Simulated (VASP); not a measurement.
Mg, 4 atoms in the cell. It takes space group P6_3/mmc (No. 194, hexagonal). Conventional cell: a = 3.152 Å, b = 3.152 Å, c = 10.122 Å, α = 90.00°, β = 90.00°, γ = 120.00°. Mg (site symmetry -3m) has 12 Mg at 3.12 to 3.15 Å within 4.1 Å. Mg (site symmetry -6m2) has 12 Mg at 3.12 to 3.15 Å within 4.1 Å. 

```yaml
Program: VASP 6.6.1
Task: single point
Functional: PBE
Dispersion: D3(BJ)
Potentials_or_basis: VASP PAW PBE potentials, release 64 (Mg)
Cutoff: 520 eV
k_mesh: 18 × 18 × 4
Occupations: gaussian, width 0.1 eV
Spin: no spin polarisation
Dipole_correction: no
Further_INCAR_settings: ALGO = Normal; EDIFF = 1e-06; NBANDS = 12
```

Potentials or basis: VASP PAW PBE potentials, release 64 (Mg).

The run is started by

```sh
$ cat potpaw_PBE.64/Mg/POTCAR > POTCAR
$ mpirun -np 1 vasp_std > vasp.out
```

Hardware: 1 thread of AMD EPYC 9R45 96-Core Processor (Zen 5), on a shared host.

Problem. Estimate the wall time of this run.

Solution. Run time: 38 s on 1 thread of AMD EPYC 9R45 96-Core Processor (Zen 5), with other jobs on the host, peak memory 0.24 GiB. Counts: scf iterations 10, k points 111.
